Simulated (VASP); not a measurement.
Ni, 1 atom in the cell. The structure is cubic, space group Im-3m (No. 229). The conventional cell has a = 2.767 Å, b = 2.767 Å, c = 2.767 Å, α = 90.00°, β = 90.00°, γ = 90.00°. Ni (site symmetry m-3m) has 14 Ni at 2.40 to 2.77 Å within 3.2 Å. 

- Program: VASP 6.6.1
- Task: relaxation of cell and atoms
- Functional: PBEsol
- Potentials or basis: VASP PAW PBE potentials, release 64 (Ni)
- Cutoff: 600 eV
- k mesh: 13 × 13 × 13
- Occupations: fermi-dirac, width 0.05 eV
- Spin: collinear spin, ferromagnetic start
- Starting moments: [1.0] μB
- Target pressure: 20 GPa
- Dipole correction: no
- Further INCAR settings: ALGO = Normal; EDIFF = 1e-07; IBRION = 2; EDIFFG = -0.01; NSW = 80; ISIF = 3

Potentials or basis: VASP PAW PBE potentials, release 64 (Ni).

Command:

```bash
$ cat potpaw_PBE.64/Ni/POTCAR > POTCAR
$ mpirun -np 1 vasp_std > vasp.out
```

Hardware: 1 thread of Intel(R) Xeon(R) Platinum 8488C (Sapphire Rapids), on a shared host.

How long does it take, and how much memory?

Run time: 93 s on 1 thread of Intel(R) Xeon(R) Platinum 8488C (Sapphire Rapids) (shared host), peak memory 0.15 GiB. Counts: scf iterations 66, k points 84, ion steps 7.
